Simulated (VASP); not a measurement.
Crystal: MnO.

```xyz
2
Lattice="0.0000 2.2220 2.2220 2.2220 0.0000 2.2220 2.2220 2.2220 0.0000" Properties=species:S:1:pos:R:3 pbc="T T T"
Mn    0.0000    0.0000    0.0000
O     2.2220    2.2220    2.2220
```

Base run:

```yaml
Program: VASP 6.6.1
Functional: PBEsol
Potentials_or_basis: VASP PAW PBE potentials, release 64 (Mn_pv, O)
Cutoff: 520 eV
k_mesh: 12 × 12 × 12
Occupations: gaussian, width 0.05 eV
Spin: no spin polarisation
Hubbard_terms: Mn d U = 1.9 eV
```

Its results: pressure -37.9 GPa.

The run is repeated on the same cell with these changes: spin from no spin polarisation to non-collinear spin, typed start, spin-orbit coupling; further incar settings from ALGO = Normal; EDIFF = 1e-07; NBANDS = 16 to ALGO = Normal; EDIFF = 1e-06; NBANDS = 31. What comes out?

Pressure 0.1 GPa; net moment 5.00 μB per cell.

Caveats: the PAW data sets were made with another functional, which shifts forces and pressure a little; the cell stands under tension (at least some runs); an odd number of electrons without spin polarisation forces a metal (at least some runs); a magnetic or distorted state may lie lower (at least some runs); U without spin polarisation on a metal has little footing (at least some runs); a cell with one magnetic atom can't hold antiferromagnetic order, which such compounds often take (at least some runs).
